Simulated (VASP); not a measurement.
# SbMo (zincblende type) (F-43m) in VASP: notebook, part 2 of 2

VASP 6.6.1.

## Step 3: Single point, PBEsol

File INCAR:

```
ALGO = Normal
EDIFF = 1E-6
ENCUT = 520
GGA = PS
ISIF = 2
ISMEAR = -1
LASPH = T
LCHARG = F
LREAL = F
LWAVE = F
NBANDS = 16
NELM = 100
PREC = Accurate
SIGMA = 0.08
```

File KPOINTS:

```
k-points
0
Gamma
  10 10 10
```

File POSCAR:

```
SbMo
1.0
    0.0000000000      3.0649472798      3.0649472798
    3.0649472798      0.0000000000      3.0649472798
    3.0649472798      3.0649472798      0.0000000000
Mo Sb
1 1
Direct
    0.0000000000      0.0000000000      0.0000000000
    0.2500000000      0.2500000000      0.2500000000
```

Potentials or basis: VASP PAW PBE potentials, release 64 (Mo_sv, Sb).

Started as:

```
$ cat potpaw_PBE.64/Mo_sv/POTCAR potpaw_PBE.64/Sb/POTCAR > POTCAR
$ mpirun -np 1 vasp_std > vasp.out
```

OUTCAR:

```text
EDIFF = 1E-6
   ENCUT = 520
   GGA = PS
   ISIF = 2
   ISMEAR = -1
   LASPH = T
   LREAL = F
   NELM = 100
   PREC = Accurate

 ion  position               nearest neighbor table
   1  0.000  0.000  0.000-   2 2.65   2 2.65   2 2.65   2 2.65
   2  0.250  0.250  0.250-   1 2.65   1 2.65   1 2.65   1 2.65

  LATTYP: Found a face centered cubic cell.
 ALAT       =     6.1298945596

  Lattice vectors:

 A1 = (   0.0000000000,   3.0649472798,   3.0649472798)
 A2 = (   3.0649472798,   0.0000000000,   3.0649472798)
 A3 = (   3.0649472798,   3.0649472798,   0.0000000000)

Analysis of symmetry for initial positions (statically):
=====================================================================
 Subroutine PRICEL returns:
 Original cell was already a primitive cell.

 Routine SETGRP: Setting up the symmetry group for a
 face centered cubic supercell.

 Subroutine GETGRP returns: Found 24 space group operations
 (whereof 24 operations were pure point group operations)
 out of a pool of 48 trial point group operations.

The static configuration has the point symmetry T_d .

Analysis of symmetry for dynamics (positions and initial velocities):
=====================================================================
 Subroutine PRICEL returns:
 Original cell was already a primitive cell.

 Routine SETGRP: Setting up the symmetry group for a
 face centered cubic supercell.

 Subroutine GETGRP returns: Found 24 space group operations
 (whereof 24 operations were pure point group operations)
 out of a pool of 48 trial point group operations.

The dynamic configuration has the point symmetry T_d .

 Subroutine INISYM returns: Found 24 space group operations
 (whereof 24 operations are pure point group operations),
 and found     1 'primitive' translations

----------------------------------------------------------------------------------------

                                     Primitive cell

  volume of cell :      57.5836

  direct lattice vectors                    reciprocal lattice vectors
     0.000000000  3.064947280  3.064947280    -0.163134943  0.163134943  0.163134943
     3.064947280  0.000000000  3.064947280     0.163134943 -0.163134943  0.163134943
     3.064947280  3.064947280  0.000000000     0.163134943  0.163134943 -0.163134943

  length of vectors
     4.334490011  4.334490011  4.334490011     0.282558010  0.282558010  0.282558010

  position of ions in fractional coordinates (direct lattice)
     0.000000000  0.000000000  0.000000000
     0.250000000  0.250000000  0.250000000

  ion indices of the primitive-cell ions
   primitive index   ion index
                 1           1
                 2           2

----------------------------------------------------------------------------------------

 KPOINTS: k-points

Automatic generation of k-mesh.
 Grid dimensions read from file:
 generate k-points for:   10   10   10

 Generating k-lattice:

  Cartesian coordinates                     Fractional coordinates (reciprocal lattice)
    -0.016313494  0.016313494  0.016313494     0.100000000  0.000000000  0.000000000
     0.016313494 -0.016313494  0.016313494     0.000000000  0.100000000  0.000000000
     0.016313494  0.016313494 -0.016313494     0.000000000  0.000000000  0.100000000

  Length of vectors
     0.028255801  0.028255801  0.028255801

  Shift w.r.t. Gamma in fractional coordinates (k-lattice)
     0.000000000  0.000000000  0.000000000

 Subroutine IBZKPT returns following result:
 ===========================================

 Found     47 irreducible k-points:

 Following reciprocal coordinates:
            Coordinates               Weight
  0.000000  0.000000  0.000000      1.000000
  0.100000  0.000000  0.000000      8.000000
  0.200000  0.000000  0.000000      8.000000
  0.300000  0.000000  0.000000      8.000000
  0.400000  0.000000  0.000000      8.000000
  0.500000  0.000000  0.000000      4.000000
[... 16 lines left out ...]
  0.300000  0.300000  0.000000      6.000000
  0.400000  0.300000  0.000000     24.000000
 [... further k-points ...]
   k-points           NKPTS =     47   k-points in BZ     NKDIM =     47   number of bands    NBANDS=     16
   number of dos      NEDOS =    301   number of ions     NIONS =      2
   total plane-waves  NPLWV =  32768
   dimension x,y,z NGX =    32 NGY =   32 NGZ =   32
   dimension x,y,z NGXF=    64 NGYF=   64 NGZF=   64
   ions per type =               1   1
   NGX,Y,Z   is equivalent  to a cutoff of  12.27, 12.27, 12.27 a.u.
   NGXF,Y,Z  is equivalent  to a cutoff of  24.55, 24.55, 24.55 a.u.
 SYSTEM =  unknown system
   PREC   = accura    normal or accurate (medium, high low for compatibility)
   ISTART =      0    job   : 0-new  1-cont  2-samecut
   ICHARG =      2    charge: 1-file 2-atom 10-const
   ISPIN  =      1    spin polarized calculation?
   LNONCOLLINEAR =      F non collinear calculations
   LSORBIT =      F    spin-orbit coupling
   LASPH  =      T    aspherical Exc in radial PAW
   ENCUT  =  520.0 eV  38.22 Ry    6.18 a.u.   8.06  8.06  8.06*2*pi/ulx,y,z
   NELM   =    100;   NELMIN=  2; NELMDL= -5     # of ELM steps
   EDIFF  = 0.1E-05   stopping-criterion for ELM
   LREAL  =      F    real-space projection
   EDIFFG = 0.1E-04   stopping-criterion for IOM
   NSW    =      0    number of steps for IOM
   IBRION =     -1    ionic relax: 0-MD 1-quasi-New 2-CG
   NFREE  =      0    steps in history (QN), initial steepest desc. (CG)
   ISIF   =      2    stress and relaxation
   ISYM   =      2    0-nonsym 1-usesym 2-fastsym
   POTIM  = 0.5000    time-step for ionic-motion
   TEBEG  =    0.0;   TEEND  =   0.0 temperature during run
   PSTRESS=    0.0 pullay stress
   NELECT =      19.0000    total number of electrons
   NUPDOWN=      -1.0000    fix difference up-down
   EMIN   =  10.00;   EMAX   =-10.00  energy-range for DOS
   EFERMI =   0.00;   METHOD = LEGACY
   ISMEAR =    -1;   SIGMA  =   0.08  broadening in eV -4-tet -1-fermi 0-gaus
   EFERMI_NEDOS =   21; number of points for ismear=-14 and -15
   IALGO  =     38    algorithm
   IMIX   =      4    mixing-type and parameters
     AMIX     =   0.40;   BMIX     =  1.00
     AMIX_MAG =   1.60;   BMIX_MAG =  1.00
  volume/ion in A,a.u.               =      28.79       194.30
  Fermi-wavevector in a.u.,A,eV,Ry     =   1.131253  2.137758 17.411825  1.279733
  Thomas-Fermi vector in A             =   2.267951
   LORBIT       =      0    0 simple, 1 ext, 2 COOP (PROOUT), +10 PAW based schemes
   GGA     = PS    functional components
   LHFCALC =     F    Hartree Fock is set to
   AEXX    =    0.0000 exact exchange contribution
   IVDW    =     0    specifies the selected vdW correction
   LEPSILON=     F    determine dielectric tensor
   LRPA    =     F    only Hartree local field effects (RPA)
 non-spin polarized calculation
  energy-cutoff  :      520.00
  volume of cell :       57.58
 maximum number of plane-waves:      1572
   NGX = 17   NGY = 17   NGZ = 17

 number of electron      18.9999998 magnetization

 Free energy of the ion-electron system (eV)
  ---------------------------------------------------
  ext. energy  EPLUGINS =         0.00000000
  ---------------------------------------------------
  free energy    TOTEN  =       -13.62667184 eV

  energy without entropy =      -13.51382893  energy(sigma->0) =      -13.57025039

 E-fermi :   5.6655     XC(G=0):  -9.8051

 val. band max:        5.6604088386   @ k =  -0.3000   0.1000   0.0000
 cond. band min:       5.6679278376   @ k =  -0.3000   0.2000   0.0000
 fundamental gap:      0.0075189990
 Fermi energy:         5.6655158635

 k-point     1 :       0.0000    0.0000    0.0000
  band No.  band energies     occupation
      1     -54.8410      2.00000
      2     -28.9868      2.00000
      3     -28.9868      2.00000
      4     -28.9868      2.00000
      5      -4.3593      2.00000
      6       3.0534      2.00000
[... 8 lines left out ...]
     15      12.6150      0.00000
     16      12.6150      0.00000
[... 419 lines left out ...]
 k-point    24 :       0.4000    0.3000    0.0000
  band No.  band energies     occupation
      1     -54.8397      2.00000
      2     -29.0063      2.00000
      3     -28.9942      2.00000
      4     -28.9937      2.00000
      5      -3.3204      2.00000
      6       1.9634      2.00000
[... 8 lines left out ...]
     15      12.3330      0.00000
     16      15.3006      0.00000

 [... further k-points ...]

------------------------ aborting loop because EDIFF is reached ----------------------------------------

  FORCE on cell =-STRESS in cart. coord.  units (eV):
  Direction    XX          YY          ZZ          XY          YZ          ZX
  --------------------------------------------------------------------------------------
  -------------------------------------------------------------------------------------
  Total       -1.1208269     -1.1208269     -1.1208269      0.0000000      0.0000000     -0.0000000
  in kB      -31.1853116    -31.1853116    -31.1853116      0.0000000      0.0000000     -0.0000000
  external PRESSURE =     -31.1853116 kB  Pullay stress =       0.0000000 kB

 VOLUME and BASIS-vectors are now :
 -----------------------------------------------------------------------------
  energy-cutoff  :      520.00
  volume of cell :       57.58
      direct lattice vectors                 reciprocal lattice vectors
     0.000000000  3.064947280  3.064947280    -0.163134943  0.163134943  0.163134943
     3.064947280  0.000000000  3.064947280     0.163134943 -0.163134943  0.163134943
     3.064947280  3.064947280  0.000000000     0.163134943  0.163134943 -0.163134943

 POSITION                                       TOTAL-FORCE (eV/Angst)
 -----------------------------------------------------------------------------------
      0.00000      0.00000      0.00000         0.000000      0.000000      0.000000
      1.53247      1.53247      1.53247        -0.000000     -0.000000     -0.000000
 -----------------------------------------------------------------------------------
    total drift:                               -0.000000     -0.000000     -0.000000

  FREE ENERGIE OF THE ION-ELECTRON SYSTEM (eV)
  ---------------------------------------------------
  free  energy   TOTEN  =       -13.6266718434 eV

  energy  without entropy=      -13.5138289271  energy(sigma->0) =      -13.57025039
```

OSZICAR:

```text
N       E                     dE             d eps       ncg     rms          rms(c)
DAV:   1     0.118492716476E+03    0.11849E+03   -0.87923E+03  1584   0.103E+03
DAV:   2    -0.112983659539E+02   -0.12979E+03   -0.12665E+03  1968   0.277E+02
DAV:   3    -0.141878837038E+02   -0.28895E+01   -0.28539E+01  1760   0.410E+01
DAV:   4    -0.142143837887E+02   -0.26500E-01   -0.26497E-01  1992   0.486E+00
DAV:   5    -0.142148767043E+02   -0.49292E-03   -0.49291E-03  1872   0.597E-01    0.871E+00
DAV:   6    -0.137316539789E+02    0.48322E+00   -0.32710E+00  1512   0.124E+01    0.253E+00
DAV:   7    -0.136373486632E+02    0.94305E-01   -0.41041E-01  1528   0.479E+00    0.221E+00
DAV:   8    -0.136266776028E+02    0.10671E-01   -0.18023E-02  1976   0.108E+00    0.270E-01
DAV:   9    -0.136266470689E+02    0.30534E-04   -0.85062E-04  1840   0.220E-01    0.679E-02
DAV:  10    -0.136266905639E+02   -0.43495E-04   -0.19229E-04  1712   0.918E-02    0.389E-02
DAV:  11    -0.136266719759E+02    0.18588E-04   -0.44867E-05  1752   0.497E-02    0.114E-02
DAV:  12    -0.136266718434E+02    0.13255E-06   -0.40106E-06  1928   0.104E-02
   1 F= -.13626672E+02 E0= -.13570250E+02  d E =-.112843E+00
```

Run time: 16 s. Hardware: 1 thread of Intel Xeon Platinum 8488C (Sapphire Rapids), shared host; peak memory 0.2 GiB.

What came out:

```yaml
Free_energy: -13.6267 eV
Pressure: -3.1 GPa
Band_gap_on_the_k_mesh: zero (an odd number of electrons rules out a gap without spin polarisation)
```

Caveat: the cell stands under tension; the PAW data sets were made with another functional, which shifts forces and pressure a little; spin-orbit coupling is left out, which moves the levels of the heavy elements.

## Step 4: Relaxation of cell and atoms, PBE

This run uses another cell than the first one, of 33.37 Å³/atom.

File INCAR:

```
SYSTEM = SbMo
PREC = Accurate
ENCUT = 600
EDIFF = 1E-6
ISMEAR = -1
SIGMA = 0.08
LREAL = .False.
LASPH = .True.
NELM = 100
ALGO = Normal
ISIF = 3
LWAVE = .False.
LCHARG = .False.
GGA = PE
IBRION = 2
NSW = 100
EDIFFG = -0.005
```

File KPOINTS:

```
Automatic mesh
0
Gamma
  10 10 10
  0 0 0
```

File POSCAR:

```
SbMo
1.0
    0.0000000000      3.2195088072      3.2195088072
    3.2195088072      0.0000000000      3.2195088072
    3.2195088072      3.2195088072      0.0000000000
Mo Sb
1 1
Direct
    0.0000000000      0.0000000000      0.0000000000
    0.2500000000      0.2500000000      0.2500000000
```

Started as:

```
$ cat potpaw_PBE.64/Mo_sv/POTCAR potpaw_PBE.64/Sb/POTCAR > POTCAR
$ mpirun -np 1 vasp_std > vasp.out
```

It took 79 s on 1 thread of Intel Xeon Platinum 8488C (Sapphire Rapids), shared host; peak memory 0.24 GiB.

It converged, with:

- Free energy: -12.5984 eV
- Relaxed volume: 28.76 Å³/atom
- Relaxed cell: a = 4.333 Å, b = 4.333 Å, c = 4.333 Å, α = 60.00°, β = 60.00°, γ = 60.00°
- Space group after relaxing (to 0.1 Å): F-43m (No. 216)
- Energy gained by relaxing: 136.0 meV/atom
- Ionic steps: 6
- Pressure after relaxing: 0.0 GPa
- Band gap on the k mesh: zero (an odd number of electrons rules out a gap without spin polarisation)

Step by step:
| step | energy change (eV) | largest force (eV/Å) | pressure (GPa) | volume (Å³) |
| --- | --- | --- | --- | --- |
| 1 | 0.0000 | 0.0000 | -8.22 | 66.74 |
| 2 | -0.0881 | 0.0000 | 10.84 | 51.54 |
| 3 | -0.2719 | 0.0000 | -0.18 | 57.64 |
| 4 | -0.2719 | 0.0000 | 0.08 | 57.47 |
| 5 | -0.2719 | 0.0000 | -0.06 | 57.58 |
| 6 | -0.2719 | 0.0000 | 0.00 | 57.53 |

Final structure:
```
CELL_PARAMETERS angstrom
0.00000 3.06392 3.06392
3.06392 0.00000 3.06392
3.06392 3.06392 0.00000
ATOMIC_POSITIONS crystal
Mo 0.00000 0.00000 0.00000
Sb 0.25000 0.25000 0.25000
```

Levels at points of the mesh, in eV from the Fermi level:
```csv
k point,band 6,band 7,band 8,band 9,band 10,band 11,band 12,band 13
"(0.00, 0.00, 0.00)",-2.61,-2.61,-2.61,-0.15,-0.15,3.65,5.41,5.41
"(0.50, 0.00, 0.00)",-3.57,-2.30,-2.30,0.04,0.04,0.27,3.14,3.14
"(0.50, 0.50, 0.00)",-3.95,-1.51,-1.51,-0.71,0.21,0.44,1.01,1.01
```

Caveat: spin-orbit coupling is left out, which moves the levels of the heavy elements.

## Step 5: Single point, PBE, non-collinear spin, zero start, spin-orbit coupling

File INCAR:

```
SYSTEM = SbMo
PREC = Accurate
ENCUT = 520
EDIFF = 1E-7
ISMEAR = -1
SIGMA = 0.08
LREAL = .FALSE.
LASPH = .TRUE.
NELM = 150
ALGO = Normal
ISIF = 2
LWAVE = .FALSE.
LCHARG = .FALSE.
MAGMOM = 0 0 0 0 0 0
LORBIT = 11
LSORBIT = .TRUE.
GGA_COMPAT = .FALSE.
LORBMOM = .TRUE.
LMAXMIX = 4
GGA = PE
NBANDS = 31
```

File KPOINTS:

```
Automatic mesh
0
G
  10 10 10
  0 0 0
```

File POSCAR:

```
SbMo
1.0
    0.0000000000      3.0649472798      3.0649472798
    3.0649472798      0.0000000000      3.0649472798
    3.0649472798      3.0649472798      0.0000000000
Mo Sb
1 1
Direct
    0.0000000000      0.0000000000      0.0000000000
    0.2500000000      0.2500000000      0.2500000000
```

Started as:

```
$ cat potpaw_PBE.64/Mo_sv/POTCAR potpaw_PBE.64/Sb/POTCAR > POTCAR
$ mpirun -np 1 vasp_ncl > vasp.out
```

Run time: 2.4 min. Hardware: 1 thread of Intel Xeon Platinum 8488C (Sapphire Rapids), shared host; peak memory 0.42 GiB.

Results (log left out):

| Quantity | Value |
| --- | --- |
| Free energy | -12.7750 eV |
| Pressure | 0.0 GPa |
| Net moment | 0.00 μB per cell |
| Valence electrons inside the program's atomic spheres | Mo 12.37; Sb 2.57 |

Moments on the atoms (μB; x, y, z):
```
Mo  0.00 0.00 0.00
Sb  0.00 0.00 0.00
```

## Step 6: Overview

```tsv
task	level	spin	cell	cutoff (eV)	gap on the mesh (eV)	pressure (GPa)
single point	PBE	off	a = 4.334 Å, angles 60.0°, 2 atoms	520	none	-0.1
single point	PBEsol	off	a = 4.334 Å, angles 60.0°, 2 atoms	520	none	-3.1
relaxation of cell and atoms	PBE	off	relaxed from a = 4.553 Å, angles 60.0°, 2 atoms	600	none	0.0
single point	PBE	non-collinear, zero start, SOC	a = 4.334 Å, angles 60.0°, 2 atoms	520	-	0.0
```

Alike in all rows: potentials or basis VASP PAW PBE potentials, release 64 (Mo_sv, Sb); k mesh 10 × 10 × 10; smearing fermi-dirac 0.08 eV.

The pressure there spans -3.1 GPa (PBEsol) to 0.0 GPa (PBE); a positive pressure means that this level wants a larger cell, a negative one a smaller.

Caveats: spin-orbit coupling is left out, which moves the levels of the heavy elements (at least some runs); the cell stands under tension (at least some runs); the PAW data sets were made with another functional, which shifts forces and pressure a little (at least some runs).

Absolute energies hang on the potentials; compare differences alone.
